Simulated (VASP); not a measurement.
A run of VASP 6.6.1 is set up as follows.

Contents of INCAR:

```
SYSTEM = CO2
PREC = Accurate ; ENCUT = 520
EDIFF = 1E-8 ; ISMEAR = -1
SIGMA = 0.02 ; LREAL = .False.
LASPH = .True. ; NELM = 60
ALGO = Normal ; ISIF = 2
LWAVE = .False. ; LCHARG = .False.
GGA = PE ; LEFG = .True.
NBANDS = 44
```

Contents of KPOINTS:

```
Automatic mesh
0
Gamma
  5 4 4
  0.5 0.5 0.5
```

Contents of POSCAR:

```
CO2
1.0
    4.7845453300      0.0000000000      0.0000000000
    0.0000000000      6.3155396400      0.0000000000
    0.0000000000      0.0000000000      5.6788908400
C O
4 8
Direct
    0.5000000000      0.8529985200      0.7500000000
    0.0000000000      0.3529985200      0.7500000000
    0.0000000000      0.6470014800      0.2500000000
    0.5000000000      0.1470014800      0.2500000000
    0.7009711200      0.1463284600      0.1335830200
    0.2990288800      0.1463284600      0.3664169800
    0.7990288800      0.6463284600      0.1335830200
    0.2009711200      0.3536715400      0.8664169800
    0.2009711200      0.6463284600      0.3664169800
    0.7990288800      0.3536715400      0.6335830200
    0.7009711200      0.8536715400      0.6335830200
    0.2990288800      0.8536715400      0.8664169800
```

Potentials or basis: VASP PAW PBE potentials, release 64 (C, O).

Launch:

```bash
$ cat potpaw_PBE.64/C/POTCAR potpaw_PBE.64/O/POTCAR > POTCAR
$ mpirun -np 1 vasp_std > vasp.out
```

Estimate the largest force.

0.788 eV/Å.

What does it give for the pressure?

4.0 GPa.

What does it give for the band gap on the k mesh?

6.97 eV.

Stress tensor (GPa, compression positive):
```
6.24 0.00 0.00
0.00 1.61 0.00
0.00 0.00 4.05
```

Caveat: the cell stands under pressure; this functional lacks dispersion, which holds the molecules together, so the pressure and a relaxed volume are unreliable; without QUAD_EFG the Cq values of the log hold for a quadrupole moment of 1 mb, not for the nuclei; a shifted mesh leaves out Γ, where band edges can lie. A k mesh can miss the band edges.
